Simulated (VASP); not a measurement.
# TiN (TiN (100), 4 layers) in VASP: density of states with PBE

Aim: the density of states of TiN (TiN (100), 4 layers) with PBE.

Program: VASP 6.6.1. These are calculated values, not measurements. Logs are shortened: lines on timing, memory, paths and dates and some standing lists are left out, and cuts for length are marked.

## (1) The cell of the first run

The cell holds a slab with vacuum, 8 atoms: a = 3.003 Å, b = 3.003 Å, c = 22.371 Å, α = 90.00°, β = 90.00°, γ = 90.00°.

## (2) Density of states, PBE

Input file POSCAR:

```
TiN
1.0
    3.0032769431      0.0000000000      0.0000000000
    0.0000000000      3.0032769431      0.0000000000
    0.0000000000      0.0000000000     22.3709000000
Ti N
4 4
Direct
    0.0000000000      0.0000000000      0.3576071486
    0.5000000000      0.5000000000      0.4525357158
    0.0000000000      0.0000000000      0.5474642836
    0.5000000000      0.5000000000      0.6423928514
    0.5000000000      0.5000000000      0.3576071486
    0.0000000000      0.0000000000      0.4525357158
    0.5000000000      0.5000000000      0.5474642836
    0.0000000000      0.0000000000      0.6423928514
```

Input file INCAR.step1:

```
SYSTEM = TiN
PREC     = Accurate       ! precision mode
ENCUT    = 520            ! plane-wave cutoff, eV
EDIFF    = 1E-7           ! SCF threshold, eV
ISMEAR   = -1             ! smearing method
SIGMA    = 0.08           ! smearing width, eV
LREAL    = .False.        ! projectors in reciprocal space
LASPH    = .True.         ! aspherical terms in the spheres
NELM     = 60             ! most SCF steps
ALGO     = Normal         ! electronic algorithm
ISIF     = 2              ! what is computed and relaxed
LWAVE    = .False.        ! write WAVECAR
LCHARG   = .True.         ! write CHGCAR
LMAXMIX  = 4              ! l up to which the mixer works
LDIPOL   = .True.       
IDIPOL   = 3            
DIPOL    = 0.5 0.5 0.500
GGA      = PE             ! functional
NBANDS   = 44             ! bands
```

Input file KPOINTS.step1:

```
regular mesh
0
Gamma
  12 12 1
  0 0 0
```

Input file INCAR.step2:

```
SYSTEM = TiN
PREC     = Accurate       ! precision mode
ENCUT    = 520            ! plane-wave cutoff, eV
EDIFF    = 1E-7           ! SCF threshold, eV
ISMEAR   = -5             ! smearing method
SIGMA    = 0.08           ! smearing width, eV
LREAL    = .False.        ! projectors in reciprocal space
LASPH    = .True.         ! aspherical terms in the spheres
NELM     = 60             ! most SCF steps
ALGO     = Normal         ! electronic algorithm
ISIF     = 2              ! what is computed and relaxed
LWAVE    = .False.        ! write WAVECAR
LCHARG   = .False.        ! write CHGCAR
LMAXMIX  = 4              ! l up to which the mixer works
LDIPOL   = .True.       
IDIPOL   = 3            
DIPOL    = 0.5 0.5 0.500
GGA      = PE             ! functional
LORBIT   = 10             ! projections on sites
NBANDS   = 44             ! bands
NEDOS    = 1001           ! points of the DOS
ICHARG   = 11             ! starting density
```

Input file KPOINTS.step2:

```
regular mesh
0
Gamma
  18 18 1
  0 0 0
```

Potentials or basis: VASP PAW PBE potentials, release 64 (Ti_sv, N).

Started as:

```
> cat potpaw_PBE.64/Ti_sv/POTCAR potpaw_PBE.64/N/POTCAR > POTCAR
> cp INCAR.step1 INCAR
> cp KPOINTS.step1 KPOINTS
> mpirun -np 1 vasp_std > vasp.out
> cp INCAR.step2 INCAR
> cp KPOINTS.step2 KPOINTS
> mpirun -np 1 vasp_std > vasp.out
```

OUTCAR:

```text
SYSTEM = TiN
   PREC = Accurate
   ENCUT = 520
   EDIFF = 1E-7
   ISMEAR = -5
   LREAL = .False.
   LASPH = .True.
   NELM = 60
   ISIF = 2
   GGA = PE
   LORBIT = 10
   ICHARG = 11

 ion  position               nearest neighbor table
   1  0.000  0.000  0.358-   6 2.12   5 2.12   5 2.12   5 2.12   5 2.12
   2  0.500  0.500  0.453-   5 2.12   6 2.12   6 2.12   6 2.12   6 2.12   7 2.12
   3  0.000  0.000  0.547-   7 2.12   7 2.12   7 2.12   7 2.12   8 2.12   6 2.12
   4  0.500  0.500  0.642-   8 2.12   8 2.12   8 2.12   8 2.12   7 2.12
   5  0.500  0.500  0.358-   2 2.12   1 2.12   1 2.12   1 2.12   1 2.12
   6  0.000  0.000  0.453-   1 2.12   2 2.12   2 2.12   2 2.12   2 2.12   3 2.12
   7  0.500  0.500  0.547-   3 2.12   3 2.12   3 2.12   3 2.12   4 2.12   2 2.12
   8  0.000  0.000  0.642-   4 2.12   4 2.12   4 2.12   4 2.12   3 2.12

  LATTYP: Found a simple tetragonal cell.
 ALAT       =     3.0032769431
 C/A-ratio  =     7.4488302024

  Lattice vectors:

 A1 = (   3.0032769431,   0.0000000000,   0.0000000000)
 A2 = (   0.0000000000,   3.0032769431,   0.0000000000)
 A3 = (   0.0000000000,   0.0000000000,  22.3709000000)

Analysis of symmetry for initial positions (statically):
=====================================================================
 Subroutine PRICEL returns:
 Original cell was already a primitive cell.

 Routine SETGRP: Setting up the symmetry group for a
 simple tetragonal supercell.

 Subroutine GETGRP returns: Found 16 space group operations
 (whereof  8 operations were pure point group operations)
 out of a pool of 16 trial point group operations.

The static configuration has the point symmetry C_4v.
 The point group associated with its full space group is D_4h.

Analysis of symmetry for dynamics (positions and initial velocities):
=====================================================================
 Subroutine PRICEL returns:
 Original cell was already a primitive cell.

 Routine SETGRP: Setting up the symmetry group for a
 simple tetragonal supercell.

 Subroutine GETGRP returns: Found 16 space group operations
 (whereof  8 operations were pure point group operations)
 out of a pool of 16 trial point group operations.

The dynamic configuration has the point symmetry C_4v.
 The point group associated with its full space group is D_4h.

 Subroutine INISYM returns: Found 16 space group operations
 (whereof  8 operations are pure point group operations),
 and found     1 'primitive' translations

----------------------------------------------------------------------------------------

                                     Primitive cell

  volume of cell :     201.7782

  direct lattice vectors                    reciprocal lattice vectors
     3.003276943  0.000000000  0.000000000     0.332969626  0.000000000  0.000000000
     0.000000000  3.003276943  0.000000000     0.000000000  0.332969626  0.000000000
     0.000000000  0.000000000 22.370900000     0.000000000  0.000000000  0.044700928

  length of vectors
     3.003276943  3.003276943 22.370900000     0.332969626  0.332969626  0.044700928

  position of ions in fractional coordinates (direct lattice)
     0.000000000  0.000000000  0.357607149
     0.500000000  0.500000000  0.452535716
     0.000000000  0.000000000  0.547464284
     0.500000000  0.500000000  0.642392851
     0.500000000  0.500000000  0.357607149
     0.000000000  0.000000000  0.452535716
     0.500000000  0.500000000  0.547464284
     0.000000000  0.000000000  0.642392851

  ion indices of the primitive-cell ions
   primitive index   ion index
                 1           1
                 2           2
                 3           3
                 4           4
                 5           5
                 6           6
                 7           7
                 8           8

----------------------------------------------------------------------------------------

 KPOINTS: regular mesh

Automatic generation of k-mesh.
 Grid dimensions read from file:
 generate k-points for:   18   18    1

 Generating k-lattice:

  Cartesian coordinates                     Fractional coordinates (reciprocal lattice)
     0.018498313  0.000000000  0.000000000     0.055555556  0.000000000  0.000000000
     0.000000000  0.018498313  0.000000000     0.000000000  0.055555556  0.000000000
     0.000000000  0.000000000  0.044700928     0.000000000  0.000000000  1.000000000

  Length of vectors
     0.018498313  0.018498313  0.044700928

  Shift w.r.t. Gamma in fractional coordinates (k-lattice)
     0.000000000  0.000000000  0.000000000

 TETIRR: Found    495 inequivalent tetrahedra from     1944

 Subroutine IBZKPT returns following result:
 ===========================================

 Found     55 irreducible k-points:

 Following reciprocal coordinates:
            Coordinates               Weight
  0.000000  0.000000  0.000000      1.000000
  0.055556  0.000000  0.000000      4.000000
  0.111111  0.000000  0.000000      4.000000
  0.166667  0.000000  0.000000      4.000000
  0.222222  0.000000  0.000000      4.000000
  0.277778  0.000000  0.000000      4.000000
[... 16 lines left out ...]
  0.277778  0.111111  0.000000      8.000000
  0.333333  0.111111  0.000000      8.000000
 [... further k-points ...]
   k-points           NKPTS =     55   k-points in BZ     NKDIM =     55   number of bands    NBANDS=     44
   number of dos      NEDOS =   1001   number of ions     NIONS =      8
   total plane-waves  NPLWV =  96768
   dimension x,y,z NGX =    24 NGY =   24 NGZ =  168
   dimension x,y,z NGXF=    48 NGYF=   48 NGZF=  336
   ions per type =               4   4
   NGX,Y,Z   is equivalent  to a cutoff of  13.29, 13.29, 12.48 a.u.
   NGXF,Y,Z  is equivalent  to a cutoff of  26.57, 26.57, 24.97 a.u.
 SYSTEM =  TiN
   PREC   = accura    normal or accurate (medium, high low for compatibility)
   ISTART =      0    job   : 0-new  1-cont  2-samecut
   ICHARG =     11    charge: 1-file 2-atom 10-const
   ISPIN  =      1    spin polarized calculation?
   LNONCOLLINEAR =      F non collinear calculations
   LSORBIT =      F    spin-orbit coupling
   LASPH  =      T    aspherical Exc in radial PAW
   ENCUT  =  520.0 eV  38.22 Ry    6.18 a.u.   5.58  5.58 41.60*2*pi/ulx,y,z
   NELM   =     60;   NELMIN=  2; NELMDL=  0     # of ELM steps
   EDIFF  = 0.1E-06   stopping-criterion for ELM
   LREAL  =      F    real-space projection
   EDIFFG = 0.1E-05   stopping-criterion for IOM
   NSW    =      0    number of steps for IOM
   IBRION =     -1    ionic relax: 0-MD 1-quasi-New 2-CG
   NFREE  =      0    steps in history (QN), initial steepest desc. (CG)
   ISIF   =      2    stress and relaxation
   ISYM   =      2    0-nonsym 1-usesym 2-fastsym
   POTIM  = 0.5000    time-step for ionic-motion
   TEBEG  =    0.0;   TEEND  =   0.0 temperature during run
   PSTRESS=    0.0 pullay stress
   NELECT =      68.0000    total number of electrons
   NUPDOWN=      -1.0000    fix difference up-down
   EMIN   =  10.00;   EMAX   =-10.00  energy-range for DOS
   EFERMI =   0.00;   METHOD = LEGACY
   ISMEAR =    -5;   SIGMA  =   0.08  broadening in eV -4-tet -1-fermi 0-gaus
   EFERMI_NEDOS =   21; number of points for ismear=-14 and -15
   IALGO  =     38    algorithm
   IMIX   =      4    mixing-type and parameters
     AMIX     =   0.40;   BMIX     =  1.00
     AMIX_MAG =   1.60;   BMIX_MAG =  1.00
  volume/ion in A,a.u.               =      25.22       170.21
  Fermi-wavevector in a.u.,A,eV,Ry     =   1.139252  2.152874 17.658929  1.297895
  Thomas-Fermi vector in A             =   2.275955
   LORBIT       =     10    0 simple, 1 ext, 2 COOP (PROOUT), +10 PAW based schemes
   GGA     = PE    functional components
   LHFCALC =     F    Hartree Fock is set to
   AEXX    =    0.0000 exact exchange contribution
   IVDW    =     0    specifies the selected vdW correction
   LEPSILON=     F    determine dielectric tensor
   LRPA    =     F    only Hartree local field effects (RPA)
 non-spin polarized calculation
 Fermi weights with tetrahedron method with Bloechl corrections
  energy-cutoff  :      520.00
  volume of cell :      201.78
 maximum number of plane-waves:      5475
 NGX is ok and might be reduce to    24

 number of electron      67.9999984 magnetization

 dipolmoment           0.000000      0.000000     -0.000000 electrons x Angstroem

 Free energy of the ion-electron system (eV)
  ---------------------------------------------------
  ext. energy  EPLUGINS =         0.00000000
  ---------------------------------------------------
  free energy    TOTEN  =       -76.75582554 eV

  energy without entropy =      -76.75582554  energy(sigma->0) =      -76.75582554

 E-fermi :   2.7540     XC(G=0):  -5.8527

 val. band max:        2.7579752227   @ k =   0.1111   0.1111   0.0000
 cond. band min:       2.7541510378   @ k =   0.1667   0.0556   0.0000
 fundamental gap:     -0.0038241849
 Fermi energy:         2.7539986456

 k-point     1 :       0.0000    0.0000    0.0000
  band No.  band energies     occupation
      1     -55.1694      2.00000
      2     -55.1667      2.00000
      3     -55.0408      2.00000
      4     -54.9804      2.00000
      5     -31.6363      2.00000
      6     -31.5970      2.00000
[... 36 lines left out ...]
     43       3.7467      0.00000
     44       3.8464      0.00000
[... 1040 lines left out ...]
      4     -54.9733      2.00000
      5     -31.6432      2.00000
      6     -31.5991      2.00000
[... 36 lines left out ...]
     43       4.5597      0.00000
     44       4.7297      0.00000

 [... further k-points ...]

------------------------ aborting loop because EDIFF is reached ----------------------------------------

 vacuum level on the upper side and lower side of the slab       (xc-potential included)        -0.200        -0.200

  FORCE on cell =-STRESS in cart. coord.  units (eV):
  Direction    XX          YY          ZZ          XY          YZ          ZX
  --------------------------------------------------------------------------------------
  -------------------------------------------------------------------------------------
  Total       -5.0781515     -5.0781515     -2.4500375      0.0000000      0.0000000      0.0000000
  in kB      -40.3219951    -40.3219951    -19.4540083      0.0000000      0.0000000      0.0000000
  external PRESSURE =     -33.3659995 kB  Pullay stress =       0.0000000 kB

 VOLUME and BASIS-vectors are now :
 -----------------------------------------------------------------------------
  energy-cutoff  :      520.00
  volume of cell :      201.78
      direct lattice vectors                 reciprocal lattice vectors
     3.003276943  0.000000000  0.000000000     0.332969626  0.000000000  0.000000000
     0.000000000  3.003276943  0.000000000     0.000000000  0.332969626  0.000000000
     0.000000000  0.000000000 22.370900000     0.000000000  0.000000000  0.044700928

 POSITION                                       TOTAL-FORCE (eV/Angst)
 -----------------------------------------------------------------------------------
      0.00000      0.00000      7.99999        -0.000000     -0.000000      1.817884
      1.50164      1.50164     10.12363         0.000000      0.000000     -0.164517
      0.00000      0.00000     12.24727        -0.000000     -0.000000      0.164517
      1.50164      1.50164     14.37091        -0.000000     -0.000000     -1.817884
      1.50164      1.50164      7.99999        -0.000000      0.000000     -1.131325
      0.00000      0.00000     10.12363        -0.000000      0.000000     -0.745321
      1.50164      1.50164     12.24727        -0.000000     -0.000000      0.745321
      0.00000      0.00000     14.37091        -0.000000     -0.000000      1.131325
 -----------------------------------------------------------------------------------
    total drift:                                0.000000     -0.000000     -0.000007

  FREE ENERGIE OF THE ION-ELECTRON SYSTEM (eV)
  ---------------------------------------------------
  free  energy   TOTEN  =       -76.7558255354 eV

  energy  without entropy=      -76.7558255354  energy(sigma->0) =      -76.75582554

 vacuum level on the upper side and lower side of the slab         5.147         5.147

 total charge

# of ion       s       p       d       tot
------------------------------------------
    1        2.172   6.180   1.926  10.278
    2        2.181   6.226   1.967  10.374
    3        2.181   6.226   1.967  10.374
    4        2.172   6.180   1.926  10.278
    5        1.250   2.445   0.000   3.695
    6        1.246   2.498   0.000   3.744
    7        1.246   2.498   0.000   3.744
    8        1.250   2.445   0.000   3.695
--------------------------------------------------
tot         13.700  34.698   7.786  56.184
```

Run time: 24 min. Hardware: 1 thread of AMD EPYC 7R13, shared host; peak memory 0.49 GiB.

What came out:

```
Valence electrons inside the program's atomic spheres : Ti 10.28, 10.37; N 3.69, 3.74
```

Levels at points of the mesh, in eV from the Fermi level:
```csv
k point,band 30,band 31,band 32,band 33,band 34,band 35,band 36,band 37,band 38,band 39
"(0.00, 0.00, 0.00)",-2.40,-2.40,-2.17,-1.97,-1.97,-1.41,-0.81,-0.20,0.02,0.02
"(0.50, 0.00, 0.00)",-4.83,-4.60,-4.60,0.89,0.89,1.07,1.07,1.47,1.47,1.60
"(0.50, 0.50, 0.00)",-3.52,-2.96,-2.96,-2.00,-2.00,-0.45,-0.45,1.10,1.10,1.56
```

Caveat: tetrahedron occupations give inexact forces and stress in metals.
